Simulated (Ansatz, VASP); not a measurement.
## Two plane-wave programs on Ta3HN3

The input INCAR:

```
SYSTEM = Ta3HN3
PREC = Accurate
ENCUT = 520
EDIFF = 1E-6
ISMEAR = 0
SIGMA = 0.1
LREAL = .False.
LASPH = .True.
NELM = 150
ALGO = Normal
ISIF = 2
LWAVE = .False.
LCHARG = .False.
ISPIN = 2
MAGMOM = 0 0 0 0 0 0 1
LORBIT = 11
LMAXMIX = 4
LDIPOL = .True.
IDIPOL = 3
DIPOL = 0.5 0.5 0.311
GGA = PE
NBANDS = 38
```

KPOINTS

```
regular mesh
0
Gamma
  9 9 1
  0 0 0
```

The input POSCAR:

```
Ta3HN3
1.0
    3.1228193035      0.0000000000      0.0000000000
    0.0000000000      3.1228193035      0.0000000000
    0.0000000000      0.0000000000     21.5908392430
Ta N H
3 3 1
Direct
    0.0000000000      0.0000000000      0.1852637572
    0.5000000000      0.5000000000      0.2890369107
    0.0000000000      0.0000000000      0.3832407719
    0.5000000000      0.5000000000      0.1852637572
    0.0000000000      0.0000000000      0.2843927699
    0.5000000000      0.5000000000      0.3978927890
    0.5000000000      0.5000000000      0.4502298004
```

Input for Ansatz:

```yaml
crystal:
  lattice:
    - [3.1228193035, 0.0, 0.0]
    - [0.0, 3.1228193035, 0.0]
    - [0.0, 0.0, 21.590839243]
  atoms:
    - { symbol: Ta, position: [0.0, 0.0, 0.1852637572] }
    - { symbol: "N", position: [0.5, 0.5, 0.1852637572] }
    - { symbol: Ta, position: [0.5, 0.5, 0.2890369107] }
    - { symbol: "N", position: [0.0, 0.0, 0.2843927699] }
    - { symbol: Ta, position: [0.0, 0.0, 0.3832407719] }
    - { symbol: "N", position: [0.5, 0.5, 0.397892789] }
    - { symbol: H, position: [0.5, 0.5, 0.4502298004], spin: 1.0 }
basis:
  ecutwfc: 420
kpoints:
  mp_grid: { grid: [9, 9, 1] }
hamiltonian:
  xc: pbe
  pseudopotentials: { kind: paw, azcp: { folder: soft_1 } }
scf:
  occupations: { method: gaussian, width: 0.1 }
output:
  forces: true
  eigenvalues: true
  populations: true
magnetization:
  spin_polarized: true
efield:
  axis: 3
  dipole_correction: true
  ramp_width: 0.04
```

Alike in both runs: task single point; functional PBE; k mesh 9 × 9 × 1; occupations gaussian, width 0.1 eV; collinear spin.

|  | VASP | Ansatz |
| --- | --- | --- |
| version | VASP 6.6.1 | Ansatz 0.2.0 |
| potentials or method | VASP PAW PBE potentials, release 64 (Ta_pv, N, H), cutoff 520 eV | scalar-relativistic, plane waves, PAW |
| valence electrons in the cell | 49 | 55 |

```tsv
	VASP	Ansatz	Ansatz less VASP
gap on the k mesh at the Fermi level (eV)	none	none	-
rms of the force components (eV/Å)	0.888	0.888	-0.0009
net moment per atom (μB)	0.00	0.00	0.000
```

A gap of «none» marks a metal or a gap that the smearing closes. VASP's potentials hold 49 valence electrons a cell and Ansatz's 55, so a difference there can come from the potentials and not from the codes. Ansatz's warnings: seeded moment not kept.

Neither program's run includes spin-orbit coupling.
